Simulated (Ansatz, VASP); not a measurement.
# SnSe2: VASP beside Ansatz

```
Sn Se
1.0
     3.81100    0.00000    0.00000
    -1.90550    3.17666    0.00000
     0.00000    0.00000    6.13700
Sn Se
1 2
Direct
  0.00000 0.00000 0.00000
  0.33333 0.66667 0.25000
  0.66667 0.33333 0.75000
```

Change from the starting cell: strain -0.0375 x Voigt [0, 1, 0, 0, 0, 0], atoms carried along.

Alike in both runs: task single point; functional PBE; k mesh 12 × 12 × 6; occupations gaussian, width 0.05 eV; no spin polarisation.

```csv
,VASP,Ansatz
version,VASP 6.6.1,Ansatz 0.2.0
potentials or method,"VASP PAW PBE potentials, release 64 (Sn_d, Se), cutoff 520 eV","scalar-relativistic, plane waves, PAW"
valence electrons in the cell,26,46
```

```csv
,VASP,Ansatz,Ansatz less VASP
gap on the k mesh at the Fermi level (eV),0.60,0.60,+0.003
least direct gap on the mesh (eV),1.34,1.34,+0.004
pressure (GPa),8.9,8.8,-0.10
"traceless stress, the component that is largest in VASP (GPa)",-1.70,-1.69,+0.002
rms of the force components (eV/Å),0.494,0.484,-0.0092
```

Atom by atom the forces differ by 0.009 eV/Å (rms over components). VASP's potentials hold 26 valence electrons a cell and Ansatz's 46, so a difference there can come from the potentials and not from the codes.
